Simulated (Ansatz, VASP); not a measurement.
**One calculation of C, two programs**

The input INCAR:

```
ALGO = Normal
EDIFF = 1E-6
ENCUT = 520
GGA = PE
ISIF = 2
ISMEAR = 0
LASPH = T
LCHARG = F
LREAL = F
LWAVE = F
NBANDS = 11
NELM = 60
PREC = Accurate
SIGMA = 0.05
```

The input KPOINTS:

```
k-points
0
Gamma
  12 12 12
```

POSCAR

```
C
1.0
    0.0000000000      1.9867503292      1.7858429925
    1.5849356558      0.0000000000      1.7858429925
    1.5849356558      1.9867503292      0.0000000000
C
2
Direct
    0.5000000000      0.5000000000      0.5000000000
    0.7500000000      0.7500000000      0.7500000000
```

Input for Ansatz:

```yaml
crystal:
  lattice:
    - [0.0, 1.9867503292, 1.7858429925]
    - [1.5849356558, 0.0, 1.7858429925]
    - [1.5849356558, 1.9867503292, 0.0]
  atoms:
    - { symbol: C, position: [0.5, 0.5, 0.5] }
    - { symbol: C, position: [0.75, 0.75, 0.75] }
basis:
  ecutwfc: 520.0
kpoints:
  mp_grid: { grid: [12, 12, 12] }
hamiltonian:
  xc: pbe
  pseudopotentials: { kind: paw, azcp: { folder: soft_1 } }
scf:
  occupations: { method: gaussian, width: 0.05 }
output:
  forces: true
  stress: true
  eigenvalues: true
```

Change from the starting cell: strain +e along x and -e along y -0.1125, strain +e along z and -e/2 along x and y +0.0000.

Alike in both runs: task single point; functional PBE; k mesh 12 × 12 × 12; occupations gaussian, width 0.05 eV; no spin polarisation.

```csv
,VASP,Ansatz
version,VASP 6.6.1,Ansatz 0.2.0
potentials or method,"VASP PAW PBE potentials, release 64 (C), cutoff 520 eV","scalar-relativistic, plane waves, PAW"
valence electrons in the cell,8,8
```

|  | VASP | Ansatz | Ansatz less VASP |
| --- | --- | --- | --- |
| gap on the k mesh at the Fermi level (eV) | 0.04 | 0.05 | +0.011 |
| least direct gap on the mesh (eV) | 3.02 | 3.02 | +0.004 |
| pressure (GPa) | 7.2 | 6.6 | -0.59 |
| traceless stress, the component that is largest in VASP (GPa) | -113.39 | -113.42 | -0.025 |
